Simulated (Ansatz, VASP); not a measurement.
One calculation of Si2Ni, two programs

Contents of INCAR:

```
PREC     = Accurate       # precision mode
ENCUT    = 520            # plane-wave cutoff, eV
EDIFF    = 1E-7           # SCF threshold, eV
ISMEAR   = 0              # smearing method
SIGMA    = 0.15           # smearing width, eV
LREAL    = F              # projectors in reciprocal space
LASPH    = T              # aspherical terms in the spheres
NELM     = 100            # most SCF steps
ALGO     = Normal         # electronic algorithm
ISIF     = 2              # what is computed and relaxed
LWAVE    = F              # write WAVECAR
LCHARG   = F              # write CHGCAR
GGA      = PE             # functional
NBANDS   = 16             # bands
```

File KPOINTS:

```
regular mesh
0
Gamma
  16 16 16
```

The input POSCAR:

```
Si2Ni
1.0
    0.0000000000      2.7234129054      2.8051152926
    2.7234129054      0.0000000000      2.8051152926
    2.7234129054      2.7234129054      0.0000000000
Si Ni
2 1
Direct
    0.2500000000      0.2500000000      0.2500000000
    0.7500000000      0.7500000000      0.7500000000
    0.0000000000      0.0000000000      0.0000000000
```

Input for Ansatz:

```yaml
crystal:
  lattice:
    - [0.0, 2.7234129054, 2.8051152926]
    - [2.7234129054, 0.0, 2.8051152926]
    - [2.7234129054, 2.7234129054, 0.0]
  atoms:
    - { symbol: Si, position: [0.25, 0.25, 0.25] }
    - { symbol: Si, position: [0.75, 0.75, 0.75] }
    - { symbol: Ni, position: [0.0, 0.0, 0.0] }
basis:
  ecutwfc: 420
kpoints:
  mp_grid: { grid: [16, 16, 16] }
hamiltonian:
  xc: pbe
scf:
  occupations: { method: gaussian, width: 0.15 }
output:
  forces: true
  stress: true
  eigenvalues: true
```

Change from the starting cell: strain +0.000 along x and y, +0.030 along z, atoms carried along.

Alike in both runs: task single point; functional PBE; k mesh 16 × 16 × 16; occupations gaussian, width 0.15 eV; no spin polarisation.

|  | VASP | Ansatz |
| --- | --- | --- |
| version | VASP 6.6.1 | Ansatz 0.2.0 |
| potentials or method | VASP PAW PBE potentials, release 64 (Si, Ni), cutoff 520 eV | scalar-relativistic, plane waves, PAW |
| valence electrons in the cell | 18 | 26 |

Ansatz gave:

```
gap on the k mesh at the Fermi level (eV)                     : none
pressure (GPa)                                                : -4.1
traceless stress, the component that is largest in VASP (GPa) : -0.97
```

Q: What did VASP give for the same quantities?

A: gap on the k mesh at the Fermi level (eV): none; pressure (GPa): -4.0; traceless stress, the component that is largest in VASP (GPa): -0.95.

A gap of «none» marks a metal or a gap that the smearing closes. VASP's potentials hold 18 valence electrons a cell and Ansatz's 26, so a difference there can come from the potentials and not from the codes.
